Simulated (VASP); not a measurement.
Input of a VASP 6.6.1 run:

INCAR

```
PREC = Accurate
ENCUT = 600
EDIFF = 1E-7
ISMEAR = 0
SIGMA = 0.1
LREAL = F
LASPH = T
NELM = 120
ALGO = Normal
ISIF = 3
LWAVE = F
LCHARG = F
GGA = PE
IBRION = 2
NSW = 90
EDIFFG = -0.04
GGA_COMPAT = F
NELMIN = 4
```

The input KPOINTS:

```
Automatic mesh
0
Gamma
  6 6 6
```

POSCAR

```
Be2Pt
1.0
   -2.6446383440      2.6446383440      2.2014000179
    2.6446383440     -2.6446383440      2.2014000179
    2.6446383440      2.6446383440     -2.2014000179
Be Pt
4 2
Direct
    0.6670000000      0.1670000000      0.8340000000
    0.1670000000      0.3330000000      0.5000000000
    0.3330000000      0.8330000000      0.1660000000
    0.8330000000      0.6670000000      0.5000000000
    0.2500000000      0.2500000000      0.0000000000
    0.7500000000      0.7500000000      0.0000000000
```

Potentials or basis: VASP PAW PBE potentials, release 64 (Be, Pt).

The run is started by

```bash
$ cat potpaw_PBE.64/Be/POTCAR potpaw_PBE.64/Pt/POTCAR > POTCAR
$ mpirun -np 1 vasp_std > vasp.out
```

**Question.** What does it give for the space group after relaxing (to 0.1 Å)?

**Answer.** P4/mmm (No. 123).

**Question.** Predict the relaxed cell.

**Answer.** a = 4.687 Å, b = 4.687 Å, c = 4.687 Å, α = 108.60°, β = 108.60°, γ = 111.23°.

**Question.** Predict the band gap on the k mesh.

**Answer.** Zero (bands 14 and 15 overlap by 1.07 eV).

**Question.** Estimate the relaxed volume.

**Answer.** 13.20 Å³/atom.

Stress tensor (GPa, compression positive):
```
0.32 0.00 0.00
0.00 0.32 0.00
0.00 0.00 0.24
```

Caveat: the volume moved by over 15 % at a fixed basis, so the end points are rough; spin-orbit coupling is left out, which moves the levels of the heavy elements.
